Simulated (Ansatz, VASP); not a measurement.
## Two plane-wave programs on SnO

INCAR

```
SYSTEM = SnO
PREC     = Accurate       ! precision mode
ENCUT    = 520            ! plane-wave cutoff, eV
EDIFF    = 1E-6           ! SCF threshold, eV
ISMEAR   = 0              ! smearing method
SIGMA    = 0.02           ! smearing width, eV
LREAL    = .FALSE.        ! projectors in reciprocal space
LASPH    = .TRUE.         ! aspherical terms in the spheres
NELM     = 100            ! most SCF steps
ALGO     = Normal         ! electronic algorithm
ISIF     = 2              ! what is computed and relaxed
LWAVE    = .FALSE.        ! write WAVECAR
LCHARG   = .FALSE.        ! write CHGCAR
GGA      = PE             ! functional
NBANDS   = 50             ! bands
```

Contents of KPOINTS:

```
regular mesh
0
G
  4 4 1
  0 0 0
```

POSCAR

```
SnO
1.0
    2.7626985156     -2.7298174925     -0.0291122843
    2.7525849748      2.7197072172     -0.0377131518
   -0.1247915414     -0.0160562955     10.2705592600
Sn O
4 4
Direct
    0.7355854614      0.2633795672      0.8633106553
    0.2739015173      0.7440484090      0.1349487425
    0.7572459698      0.2368651919      0.3670846305
    0.2410313243      0.7817785168      0.6349171530
    0.2718761633      0.2465292227      0.2467669246
    0.7431773681      0.7823784534      0.7491064042
    0.2215019945      0.2758207736      0.7494336474
    0.7780204891      0.7599118483      0.2534839953
```

Input for Ansatz:

```yaml
crystal:
  lattice:
    - [2.7626985156, -2.7298174925, -0.0291122843]
    - [2.7525849748, 2.7197072172, -0.0377131518]
    - [-0.1247915414, -0.0160562955, 10.27055926]
  atoms:
    - { symbol: Sn, position: [0.7355854614, 0.2633795672, 0.8633106553] }
    - { symbol: Sn, position: [0.2739015173, 0.744048409, 0.1349487425] }
    - { symbol: Sn, position: [0.7572459698, 0.2368651919, 0.3670846305] }
    - { symbol: Sn, position: [0.2410313243, 0.7817785168, 0.634917153] }
    - { symbol: O, position: [0.2718761633, 0.2465292227, 0.2467669246] }
    - { symbol: O, position: [0.7431773681, 0.7823784534, 0.7491064042] }
    - { symbol: O, position: [0.2215019945, 0.2758207736, 0.7494336474] }
    - { symbol: O, position: [0.7780204891, 0.7599118483, 0.2534839953] }
basis:
  ecutwfc: 420
kpoints:
  mp_grid: { grid: [4, 4, 1] }
hamiltonian:
  xc: pbe
scf:
  occupations: { method: gaussian, width: 0.02 }
output:
  forces: true
  stress: true
  eigenvalues: true
```

Change from the starting cell: kmesh displaced: [4, 4, 1] Gamma-centred.

Alike in both runs: task single point; functional PBE; k mesh 4 × 4 × 1; occupations gaussian, width 0.02 eV; no spin polarisation.

|  | VASP | Ansatz |
| --- | --- | --- |
| version | VASP 6.6.1 | Ansatz 0.2.0 |
| potentials or method | VASP PAW PBE potentials, release 64 (Sn_d, O), cutoff 520 eV | scalar-relativistic, plane waves, PAW |
| valence electrons in the cell | 80 | 80 |

Ansatz gave:

| Property | Result |
| --- | --- |
| gap on the k mesh at the Fermi level (eV) | 0.45 |
| least direct gap on the mesh (eV) | 1.85 |
| pressure (GPa) | -1.1 |
| traceless stress, the component that is largest in VASP (GPa) | 1.46 |
| rms of the force components (eV/Å) | 0.277 |

Q: Which values does VASP return?

A: gap on the k mesh at the Fermi level (eV): 0.45; least direct gap on the mesh (eV): 1.80; pressure (GPa): -1.0; traceless stress, the component that is largest in VASP (GPa): 1.51; rms of the force components (eV/Å): 0.267.

Atom by atom the forces differ by 0.031 eV/Å (rms over components). With one functional, cell and mesh, what is left measures potentials, basis and numerics.

The k mesh is coarse, so the values compare programs but aren't converged.
